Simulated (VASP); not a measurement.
Set up this calculation in VASP 6.6.1, as the native input.

| Quantity | Value |
| --- | --- |
| Task | single point |
| Functional | PBE |
| Dispersion | D3(BJ) |
| Potentials or basis | VASP PAW PBE potentials, release 64 (Hg) |
| Cutoff | 520 eV |
| k mesh | 4 × 4 × 4 |
| Occupations | gaussian, width 0.1 eV |
| Spin | no spin polarisation |
| Hubbard terms | Hg d U = 6.2 eV, J = 0.55 eV |
| Dipole correction | no |
| LDAUTYPE | 1 |
| Hund's J | 0.55 |
| Further INCAR settings | ALGO = Fast; EDIFF = 1e-07; NBANDS = 12 |

The structure of Hg lies in POSCAR:

```
Hg
1.0
   -2.1429597306      2.1429597306      1.8660557803
    2.1429597306     -2.1429597306      1.8660557803
    2.1429597306      2.1429597306     -1.8660557803
Hg
1
Direct
    0.0000000000      0.0000000000      0.0000000000
```

The input as run:

INCAR

```
ALGO = Fast ; EDIFF = 1E-7
ENCUT = 520 ; GGA = PE
ISIF = 2 ; ISMEAR = 0
IVDW = 12 ; LASPH = True
LCHARG = False ; LDAU = True
LDAUJ = 0.55 ; LDAUL = 2
LDAUPRINT = 1 ; LDAUTYPE = 1
LDAUU = 6.2 ; LREAL = False
LWAVE = False ; NBANDS = 12
NELM = 150 ; PREC = Accurate
SIGMA = 0.1
```

KPOINTS

```
k-points
0
Gamma
  4 4 4
```

Potentials or basis: VASP PAW PBE potentials, release 64 (Hg).

The run is started by

```bash
$ cat potpaw_PBE.64/Hg/POTCAR > POTCAR
$ mpirun -np 1 vasp_std > vasp.out
```

It gave:

```json
{
  "Pressure": "-1.9 GPa",
  "Band gap on the k mesh": "zero (bands 6 and 7 overlap by 0.87 eV)",
  "Dispersion energy per atom": "-0.308 eV"
}
```

Caveat: the k points lie up to 0.56 Å⁻¹ apart, too coarse for converged energies and pressures of a metal; three body term missing; spin-orbit coupling is left out, which moves the levels of the heavy elements; U without spin polarisation on a metal has little footing; the U is typed as a test and isn't derived for this compound.

Wall time 12 s on 1 thread of Intel Xeon 8259CL, with other jobs on the host, peak memory 0.16 GiB.
